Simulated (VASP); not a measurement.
Crystal: Sb.

```xyz
1
Lattice="-1.8960 1.8960 1.8960 1.8960 -1.8960 1.8960 1.8960 1.8960 -1.8960" Properties=species:S:1:pos:R:3 pbc="T T T"
Sb    0.0000    0.0000    0.0000
```

This cell differs from its parent crystal: volume scaled by 1.04.

Base run:

- Program: VASP 6.6.1
- Functional: PBEsol
- Potentials or basis: VASP PAW PBE potentials, release 64 (Sb)
- Cutoff: 520 eV
- k mesh: 10 × 10 × 10
- Occupations: fermi-dirac, width 0.05 eV
- Spin: no spin polarisation

Its results: pressure -2.5 GPa.

Problem. After a change of settings the same cell gave: pressure -0.2 GPa. Which change was it?
A. functional from PBEsol to HSE06; k mesh from 10 × 10 × 10 to 6 × 6 × 6
B. functional from PBEsol to LDA; potentials or basis from VASP PAW PBE potentials, release 64 (Sb) to VASP PAW LDA potentials, release 64 (Sb)
C. functional from PBEsol to r2SCAN; further incar settings from ALGO = Normal; EDIFF = 1e-06; NBANDS = 8 to ALGO = Normal; EDIFF = 1e-07; NBANDS = 8

Solution. C.

Caveats: the PAW data sets were made with another functional, which shifts forces and pressure a little.
